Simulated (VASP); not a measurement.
# PtSe2 (I4/mmm) in VASP: a series of runs

Runs on PtSe2. Level: PBE. Tasks: single point, relaxation of cell and atoms.

Everything below comes from runs of VASP 6.6.1. Logs are shortened: lines on timing, memory, paths and dates and some standing lists are left out, and cuts for length are marked.

### Step 1. The cell of the first run

It takes space group I4/mmm (No. 139, tetragonal). Conventional cell: a = 3.112 Å, b = 3.112 Å, c = 12.566 Å, α = 90.00°, β = 90.00°, γ = 90.00°. Within 3.6 Å of Pt (site symmetry 4/mmm) lie 8 Se at 2.75 Å and 4 Pt at 3.11 Å. Within 3.6 Å of Se (site symmetry 4mm) lie 4 Pt at 2.75 Å and 5 Se at 3.11 to 3.31 Å.

### Step 2. Single point, PBE

Input file INCAR:

```
ALGO = Normal ; EDIFF = 1E-7
ENCUT = 520 ; GGA = PE
ISIF = 2 ; ISMEAR = 0
LASPH = T ; LCHARG = T
LELF = T ; LREAL = F
LVHAR = T ; LWAVE = F
NBANDS = 18 ; NELM = 80
PREC = Accurate ; SIGMA = 0.1
```

Input file KPOINTS:

```
k-points
0
Gamma
  6 6 6
```

Input file POSCAR:

```
PtSe2
1.0
   -1.5559256057      1.5559256057      6.2827766002
    1.5559256057     -1.5559256057      6.2827766002
    1.5559256057      1.5559256057     -6.2827766002
Pt Se
1 2
Direct
    0.0000000000      0.0000000000      0.0000000000
    0.6315506489      0.6315506489      0.0000000000
    0.3684493511      0.3684493511      0.0000000000
```

Potentials or basis: VASP PAW PBE potentials, release 64 (Pt, Se).

Run with:

```console
cat potpaw_PBE.64/Pt/POTCAR potpaw_PBE.64/Se/POTCAR > POTCAR
mpirun -np 1 vasp_std > vasp.out
```

OUTCAR:

```text
EDIFF = 1E-7
   ENCUT = 520
   GGA = PE
   ISIF = 2
   ISMEAR = 0
   LASPH = T
   LREAL = F
   NELM = 80
   PREC = Accurate

 ion  position               nearest neighbor table
   1  0.000  0.000  0.000-   2 2.75   2 2.75   2 2.75   3 2.75   2 2.75   3 2.75   3 2.75   3 2.75

   2  0.632  0.632  0.000-   1 2.75   1 2.75   1 2.75   1 2.75
   3  0.368  0.368  0.000-   1 2.75   1 2.75   1 2.75   1 2.75

  LATTYP: Found a body centered tetragonal cell.
 ALAT       =     3.1118512114
 C/A-ratio  =     4.0379672249

  Lattice vectors:

 A1 = (  -1.5559256057,   1.5559256057,   6.2827766002)
 A2 = (   1.5559256057,  -1.5559256057,   6.2827766002)
 A3 = (   1.5559256057,   1.5559256057,  -6.2827766002)

Analysis of symmetry for initial positions (statically):
=====================================================================
 Subroutine PRICEL returns:
 Original cell was already a primitive cell.

 Routine SETGRP: Setting up the symmetry group for a
 body centered tetragonal supercell.

 Subroutine GETGRP returns: Found 16 space group operations
 (whereof 16 operations were pure point group operations)
 out of a pool of 16 trial point group operations.

The static configuration has the point symmetry D_4h.

Analysis of symmetry for dynamics (positions and initial velocities):
=====================================================================
 Subroutine PRICEL returns:
 Original cell was already a primitive cell.

 Routine SETGRP: Setting up the symmetry group for a
 body centered tetragonal supercell.

 Subroutine GETGRP returns: Found 16 space group operations
 (whereof 16 operations were pure point group operations)
 out of a pool of 16 trial point group operations.

The dynamic configuration has the point symmetry D_4h.

 Subroutine INISYM returns: Found 16 space group operations
 (whereof 16 operations are pure point group operations),
 and found     1 'primitive' translations

----------------------------------------------------------------------------------------

                                     Primitive cell

  volume of cell :      60.8400

  direct lattice vectors                    reciprocal lattice vectors
    -1.555925606  1.555925606  6.282776600     0.000000000  0.321352125  0.079582648
     1.555925606 -1.555925606  6.282776600     0.321352125  0.000000000  0.079582648
     1.555925606  1.555925606 -6.282776600     0.321352125  0.321352125  0.000000000

  length of vectors
     6.656958073  6.656958073  6.656958073     0.331059793  0.331059793  0.454460534

  position of ions in fractional coordinates (direct lattice)
     0.000000000  0.000000000  0.000000000
     0.631550649  0.631550649  0.000000000
     0.368449351  0.368449351  0.000000000

  ion indices of the primitive-cell ions
   primitive index   ion index
                 1           1
                 2           2
                 3           3

----------------------------------------------------------------------------------------

 KPOINTS: k-points

Automatic generation of k-mesh.
 Grid dimensions read from file:
 generate k-points for:    6    6    6

 Generating k-lattice:

  Cartesian coordinates                     Fractional coordinates (reciprocal lattice)
     0.000000000  0.053558688  0.013263775     0.166666667  0.000000000  0.000000000
     0.053558688  0.000000000  0.013263775     0.000000000  0.166666667  0.000000000
     0.053558688  0.053558688  0.000000000     0.000000000  0.000000000  0.166666667

  Length of vectors
     0.055176632  0.055176632  0.075743422

  Shift w.r.t. Gamma in fractional coordinates (k-lattice)
     0.000000000  0.000000000  0.000000000

 Subroutine IBZKPT returns following result:
 ===========================================

 Found     30 irreducible k-points:

 Following reciprocal coordinates:
            Coordinates               Weight
  0.000000  0.000000  0.000000      1.000000
  0.166667  0.000000  0.000000      8.000000
  0.333333 -0.000000  0.000000      8.000000
  0.500000  0.000000  0.000000      4.000000
  0.166667  0.166667  0.000000      8.000000
  0.333333  0.166667  0.000000     16.000000
[... 16 lines left out ...]
 -0.333333 -0.333333  0.166667      8.000000
 -0.166667 -0.333333  0.166667      8.000000
 [... further k-points ...]
   k-points           NKPTS =     30   k-points in BZ     NKDIM =     30   number of bands    NBANDS=     18
   number of dos      NEDOS =    301   number of ions     NIONS =      3
   total plane-waves  NPLWV = 125000
   dimension x,y,z NGX =    50 NGY =   50 NGZ =   50
   dimension x,y,z NGXF=   100 NGYF=  100 NGZF=  100
   ions per type =               1   2
   NGX,Y,Z   is equivalent  to a cutoff of  12.49, 12.49, 12.49 a.u.
   NGXF,Y,Z  is equivalent  to a cutoff of  24.97, 24.97, 24.97 a.u.
 SYSTEM =  unknown system
   PREC   = accura    normal or accurate (medium, high low for compatibility)
   ISTART =      0    job   : 0-new  1-cont  2-samecut
   ICHARG =      2    charge: 1-file 2-atom 10-const
   ISPIN  =      1    spin polarized calculation?
   LNONCOLLINEAR =      F non collinear calculations
   LSORBIT =      F    spin-orbit coupling
   LASPH  =      T    aspherical Exc in radial PAW
   ENCUT  =  520.0 eV  38.22 Ry    6.18 a.u.  12.38 12.38 12.38*2*pi/ulx,y,z
   NELM   =     80;   NELMIN=  2; NELMDL= -5     # of ELM steps
   EDIFF  = 0.1E-06   stopping-criterion for ELM
   LREAL  =      F    real-space projection
   EDIFFG = 0.1E-05   stopping-criterion for IOM
   NSW    =      0    number of steps for IOM
   IBRION =     -1    ionic relax: 0-MD 1-quasi-New 2-CG
   NFREE  =      0    steps in history (QN), initial steepest desc. (CG)
   ISIF   =      2    stress and relaxation
   ISYM   =      2    0-nonsym 1-usesym 2-fastsym
   POTIM  = 0.5000    time-step for ionic-motion
   TEBEG  =    0.0;   TEEND  =   0.0 temperature during run
   PSTRESS=    0.0 pullay stress
   NELECT =      22.0000    total number of electrons
   NUPDOWN=      -1.0000    fix difference up-down
   EMIN   =  10.00;   EMAX   =-10.00  energy-range for DOS
   EFERMI =   0.00;   METHOD = LEGACY
   ISMEAR =     0;   SIGMA  =   0.10  broadening in eV -4-tet -1-fermi 0-gaus
   EFERMI_NEDOS =   21; number of points for ismear=-14 and -15
   IALGO  =     38    algorithm
   IMIX   =      4    mixing-type and parameters
     AMIX     =   0.40;   BMIX     =  1.00
     AMIX_MAG =   1.60;   BMIX_MAG =  1.00
  volume/ion in A,a.u.               =      20.28       136.86
  Fermi-wavevector in a.u.,A,eV,Ry     =   1.166324  2.204033 18.508172  1.360312
  Thomas-Fermi vector in A             =   2.302839
   LORBIT       =      0    0 simple, 1 ext, 2 COOP (PROOUT), +10 PAW based schemes
   GGA     = PE    functional components
   LHFCALC =     F    Hartree Fock is set to
   AEXX    =    0.0000 exact exchange contribution
   IVDW    =     0    specifies the selected vdW correction
   LEPSILON=     F    determine dielectric tensor
   LRPA    =     F    only Hartree local field effects (RPA)
 non-spin polarized calculation
 Gauss-broadening in eV      SIGMA  =   0.10
  energy-cutoff  :      520.00
  volume of cell :       60.84
 maximum number of plane-waves:      1658
 NGX is ok and might be reduce to    50
   NGX = 25   NGY = 25   NGZ = 25

 number of electron      22.0000002 magnetization

 Free energy of the ion-electron system (eV)
  ---------------------------------------------------
  ext. energy  EPLUGINS =         0.00000000
  ---------------------------------------------------
  free energy    TOTEN  =       -12.20203445 eV

  energy without entropy =      -12.18935488  energy(sigma->0) =      -12.19569467

 E-fermi :   6.4576     XC(G=0): -10.7898

 val. band max:        6.3959146145   @ k =  -0.3333   0.3333   0.0000
 cond. band min:       6.4598920663   @ k =   0.5000   0.5000   0.0000
 fundamental gap:      0.0639774519
 Fermi energy:         6.4575832569

 k-point     1 :       0.0000    0.0000    0.0000
  band No.  band energies     occupation
      1      -9.1287      2.00000
      2      -7.7056      2.00000
      3      -1.1906      2.00000
      4       1.4765      2.00000
      5       2.6830      2.00000
      6       2.6830      2.00000
[... 10 lines left out ...]
     17      15.3352      0.00000
     18      15.3468      0.00000

 k-point     2 :       0.1667    0.0000    0.0000
  band No.  band energies     occupation
      1      -8.7827      2.00000
      2      -7.5440      2.00000
      3      -0.6991      2.00000
      4       1.4391      2.00000
      5       2.1917      2.00000
      6       2.8746      2.00000
[... 10 lines left out ...]
     17      15.6323      0.00000
     18      15.8540      0.00000

 k-point     3 :       0.3333   -0.0000    0.0000
  band No.  band energies     occupation
      1      -7.9072      2.00000
      2      -7.1770      2.00000
      3      -0.3169      2.00000
      4       0.6965      2.00000
      5       1.4429      2.00000
      6       2.7007      2.00000
[... 10 lines left out ...]
     17      14.6748      0.00000
     18      15.6866      0.00000

 k-point     4 :       0.5000    0.0000    0.0000
  band No.  band energies     occupation
      1      -7.2722      2.00000
      2      -6.9916      2.00000
      3      -1.4051      2.00000
      4       0.6465      2.00000
      5       2.0103      2.00000
      6       2.4044      2.00000
[... 375 lines left out ...]
      4       0.8511      2.00000
      5       1.6094      2.00000
      6       2.6873      2.00000
[... 10 lines left out ...]
     17      15.2916      0.00000
     18      16.6831      0.00000

 k-point    23 :      -0.3333   -0.3333    0.1667
  band No.  band energies     occupation
      1      -8.2882      2.00000
      2      -7.6050      2.00000
      3       0.3215      2.00000
      4       1.6265      2.00000
      5       1.9196      2.00000
      6       2.1399      2.00000
[... 10 lines left out ...]
     17      15.8620      0.00000
     18      16.1653      0.00000

 k-point    24 :      -0.1667   -0.3333    0.1667
  band No.  band energies     occupation
      1      -8.6743      2.00000
      2      -7.7177      2.00000
      3      -0.3316      2.00000
      4       1.4315      2.00000
      5       2.0761      2.00000
      6       2.8890      2.00000
[... 10 lines left out ...]
     17      15.2213      0.00000
     18      15.8468      0.00000

 [... further k-points ...]

------------------------ aborting loop because EDIFF is reached ----------------------------------------

  FORCE on cell =-STRESS in cart. coord.  units (eV):
  Direction    XX          YY          ZZ          XY          YZ          ZX
  --------------------------------------------------------------------------------------
  -------------------------------------------------------------------------------------
  Total       -0.0446141     -0.0446141      0.0405103      0.0000000      0.0000000     -0.0000000
  in kB       -1.1748793     -1.1748793      1.0668093      0.0000000      0.0000000     -0.0000000
  external PRESSURE =      -0.4276497 kB  Pullay stress =       0.0000000 kB

 VOLUME and BASIS-vectors are now :
 -----------------------------------------------------------------------------
  energy-cutoff  :      520.00
  volume of cell :       60.84
      direct lattice vectors                 reciprocal lattice vectors
    -1.555925606  1.555925606  6.282776600     0.000000000  0.321352125  0.079582648
     1.555925606 -1.555925606  6.282776600     0.321352125  0.000000000  0.079582648
     1.555925606  1.555925606 -6.282776600     0.321352125  0.321352125  0.000000000

 POSITION                                       TOTAL-FORCE (eV/Angst)
 -----------------------------------------------------------------------------------
      0.00000      0.00000      0.00000         0.000000      0.000000     -0.000000
      0.00000      0.00000      7.93578        -0.000000     -0.000000     -0.010824
      0.00000      0.00000      4.62977        -0.000000     -0.000000      0.010824
 -----------------------------------------------------------------------------------
    total drift:                               -0.000000     -0.000000      0.000000

  FREE ENERGIE OF THE ION-ELECTRON SYSTEM (eV)
  ---------------------------------------------------
  free  energy   TOTEN  =       -12.2020344514 eV

  energy  without entropy=      -12.1893548795  energy(sigma->0) =      -12.19569467
```

Wall time 50 s (1 thread of Intel Xeon 6975P-C (Granite Rapids), shared host); peak memory 0.33 GiB.

Results:

- Free energy: -12.2020 eV
- Pressure: 0.0 GPa
- Largest force: 0.011 eV/Å
- Band gap on the k mesh: zero (band 11 reaches 7.43 eV, above the bottom of band 12 at 5.96 eV)

Forces in eV/Å, atoms in the order of the input:
```
Pt   0.000  0.000  0.000
Se   0.000  0.000 -0.011
Se   0.000  0.000  0.011
```

Stress tensor (GPa, compression positive):
```
-0.12  0.00  0.00
 0.00 -0.12  0.00
 0.00  0.00  0.11
```

Caveat: the k points lie up to 0.48 Å⁻¹ apart; spin-orbit coupling is left out, which moves the levels of the heavy elements.

### Step 3. Relaxation of cell and atoms, PBE

This run uses another cell than the first one, of 22.82 Å³/atom, 1.125 times its volume.

Input file INCAR:

```
ALGO     = Normal         # electronic algorithm
EDIFF    = 1E-7           # SCF threshold, eV
EDIFFG   = -0.04          # ionic threshold
ENCUT    = 600            # plane-wave cutoff, eV
GGA      = PE             # functional
IBRION   = 2              # ionic algorithm
ISIF     = 3              # what is computed and relaxed
ISMEAR   = 0              # smearing method
LASPH    = T              # aspherical terms in the spheres
LCHARG   = F              # write CHGCAR
LREAL    = F              # projectors in reciprocal space
LWAVE    = F              # write WAVECAR
NELM     = 80             # most SCF steps
NSW      = 90             # ionic steps
PREC     = Accurate       # precision mode
SIGMA    = 0.1            # smearing width, eV
```

KPOINTS is that of step 2.

Input file POSCAR:

```
PtSe2
1.0
   -1.9109260396      1.9109260396      4.6877404410
    1.9109260396     -1.9109260396      4.6877404410
    1.9109260396      1.9109260396     -4.6877404410
Pt Se
1 2
Direct
    0.0000000000      0.0000000000      0.0000000000
    0.6650000000      0.6650000000      0.0000000000
    0.3350000000      0.3350000000      0.0000000000
```

Potentials or basis: VASP PAW PBE potentials, release 64 (Pt, Se).

Run with:

```console
cat potpaw_PBE.64/Pt/POTCAR potpaw_PBE.64/Se/POTCAR > POTCAR
mpirun -np 1 vasp_std > vasp.out
```

It took 21 min on 1 thread of Intel Xeon 6975P-C (Granite Rapids), shared host; peak memory 0.41 GiB.

It converged, with:

| Property | Result |
| --- | --- |
| Free energy | -12.1991 eV |
| Relaxed volume | 20.31 Å³/atom |
| Relaxed cell | a = 6.711 Å, b = 6.711 Å, c = 6.711 Å, α = 153.30°, β = 153.30°, γ = 38.11° |
| Space group after relaxing (to 0.05 Å) | I4/mmm (No. 139) |
| Energy gained by relaxing | 429.3 meV/atom |
| Ionic steps | 56 |
| Pressure after relaxing | 0.1 GPa |
| Largest force after relaxing | 0.026 eV/Å |
| Band gap on the k mesh | zero (band 11 reaches 7.38 eV, above the bottom of band 12 at 5.94 eV) |

Forces in eV/Å, atoms in the order of the input:
```
Pt   0.000  0.000  0.000
Se   0.000  0.000 -0.026
Se   0.000  0.000  0.026
```

Stress tensor (GPa, compression positive):
```
 0.28  0.00  0.00
 0.00  0.28  0.00
 0.00  0.00 -0.15
```

Step by step:
```csv
step,energy change (eV),largest force (eV/Å),pressure (GPa),volume (Å³)
1,0.0000,0.2723,-13.18,68.47
3,-0.6172,0.1759,-0.10,56.50
5,-0.6199,0.1726,0.33,56.28
7,-0.6543,0.3308,0.72,56.41
9,-0.1076,5.1953,15.31,56.89
11,-0.7423,0.0380,3.63,56.63
13,-0.7431,0.0225,3.43,56.63
15,-0.7464,0.0737,3.62,56.73
17,-0.7516,0.2049,3.78,56.92
19,-0.7790,0.1678,2.87,57.50
21,-0.8514,0.0875,0.04,59.85
23,-0.9025,0.0283,-1.53,62.65
25,-0.9375,0.3374,1.96,61.06
27,-0.9897,0.1907,-1.58,63.11
29,-0.9971,0.1588,-2.33,63.77
31,-1.1066,0.0163,-4.26,65.97
33,-1.1853,0.1902,-5.05,67.31
35,-1.2253,0.3660,-4.60,67.38
37,-1.2432,0.3164,-3.75,66.80
39,-1.2746,0.1199,-0.05,64.36
41,-1.2749,0.1050,-0.16,64.39
43,-1.2766,0.0782,-0.08,64.10
45,-1.2777,0.0365,0.05,63.60
47,-1.2801,0.0279,-0.51,63.37
49,-1.2812,0.1236,-1.29,62.98
51,-1.2823,0.1278,-1.27,62.73
53,-1.2852,0.1467,-1.13,61.71
55,-1.2866,0.1206,-0.75,61.25
56,-1.2880,0.0256,0.14,60.92
```

Final structure:
```cif
data_structure
_symmetry_space_group_name_H-M 'P 1'
_symmetry_Int_Tables_number 1
_cell_length_a 6.7113
_cell_length_b 6.7113
_cell_length_c 6.7113
_cell_angle_alpha 153.303
_cell_angle_beta 153.303
_cell_angle_gamma 38.113
_cell_volume 60.92
loop_
_atom_site_label
_atom_site_type_symbol
_atom_site_fract_x
_atom_site_fract_y
_atom_site_fract_z
_atom_site_occupancy
Pt1 Pt 0.00000 0.00000 0.00000 1
Se1 Se 0.63124 0.63124 0.00000 1
Se2 Se 0.36876 0.36876 0.00000 1
```

Levels at points of the mesh, in eV from the Fermi level:
| k point | band 8 | band 9 | band 10 | band 11 | band 12 | band 13 | band 14 | band 15 |
| --- | --- | --- | --- | --- | --- | --- | --- | --- |
| (0.00, 0.00, 0.00) | -2.37 | -1.41 | -0.18 | -0.18 | 1.55 | 1.55 | 2.56 | 6.20 |
| (0.50, 0.00, 0.00) | -4.01 | -2.86 | -1.30 | 0.38 | 1.03 | 2.05 | 2.82 | 5.62 |
| (0.50, 0.50, 0.00) | -3.24 | -1.29 | -0.83 | -0.73 | -0.06 | 0.99 | 1.81 | 3.35 |
| (0.50, 0.50, 0.50) | -2.64 | -2.37 | -0.49 | -0.49 | 1.98 | 1.98 | 4.41 | 6.72 |

Caveat: the k points lie up to 0.48 Å⁻¹ apart in the final cell; spin-orbit coupling is left out, which moves the levels of the heavy elements.

### Step 4. Single point, PBE

This run uses another cell than the first one, of 20.17 Å³/atom, 0.995 times its volume.

Input file INCAR:

```
SYSTEM = PtSe2
PREC = Accurate ; ENCUT = 520
EDIFF = 1E-7 ; ISMEAR = 0
SIGMA = 0.1 ; LREAL = .False.
LASPH = .True. ; NELM = 60
ALGO = Normal ; ISIF = 2
LWAVE = .False. ; LCHARG = .False.
GGA = PE ; NBANDS = 18
```

Input file KPOINTS:

```
regular mesh
0
Gamma
  18 18 18
  0 0 0
```

Input file POSCAR:

```
PtSe2
1.0
   -1.5607784072      1.5607784072      6.2111485232
    1.5607784072     -1.5607784072      6.2111485232
    1.5607784072      1.5607784072     -6.2111485232
Pt Se
1 2
Direct
    0.0000000000      0.0000000000      0.0000000000
    0.6322194779      0.6322194779      0.0000000000
    0.3677805221      0.3677805221      0.0000000000
```

Run with:

```console
cat potpaw_PBE.64/Pt/POTCAR potpaw_PBE.64/Se/POTCAR > POTCAR
mpirun -np 1 vasp_std > vasp.out
```

Wall time 9.6 min (1 thread of Intel Xeon 6975P-C (Granite Rapids), shared host); peak memory 0.74 GiB.

Results (log left out):

- Free energy: -12.2113 eV
- Pressure: -0.1 GPa
- Band gap on the k mesh: zero (band 11 reaches 7.54 eV, above the bottom of band 12 at 5.96 eV)

Levels at points of the mesh, in eV from the Fermi level:
| k point | band 9 | band 10 | band 11 | band 12 | band 13 | band 14 |
| --- | --- | --- | --- | --- | --- | --- |
| (0.00, 0.00, 0.00) | -1.13 | -0.26 | -0.26 | 1.48 | 1.48 | 2.61 |
| (0.50, 0.00, 0.00) | -2.86 | -1.32 | 0.37 | 0.93 | 2.00 | 2.98 |
| (0.50, 0.50, 0.00) | -1.32 | -0.78 | -0.71 | 0.10 | 0.94 | 1.70 |
| (0.50, 0.50, 0.50) | -2.39 | -0.62 | -0.62 | 1.99 | 1.99 | 4.40 |

Caveat: spin-orbit coupling is left out, which moves the levels of the heavy elements.

### Step 5. Summary

```tsv
task	cell	k mesh	cutoff (eV)	gap on the mesh (eV)	pressure (GPa)	largest force (eV/Å)
single point	a = 6.657 Å, angles 153.0, 153.0, 38.6°, 3 atoms	6 × 6 × 6	520	none	0.0	0.01
relaxation of cell and atoms	relaxed from a = 5.411 Å, angles 138.6, 138.6, 59.9°, 3 atoms	6 × 6 × 6	600	none	0.1	0.03
single point	a = 6.592 Å, angles 152.6, 152.6, 39.1°, 3 atoms	18 × 18 × 18	520	none	-0.1	-
```

Alike in all rows: level PBE; potentials or basis VASP PAW PBE potentials, release 64 (Pt, Se); no spin polarisation; smearing gaussian 0.1 eV.

Caveats: some runs use coarse meshes; spin-orbit coupling is left out, which moves the levels of the heavy elements.

Total energies depend on the potentials used, so only differences within one code and one set of settings carry meaning.
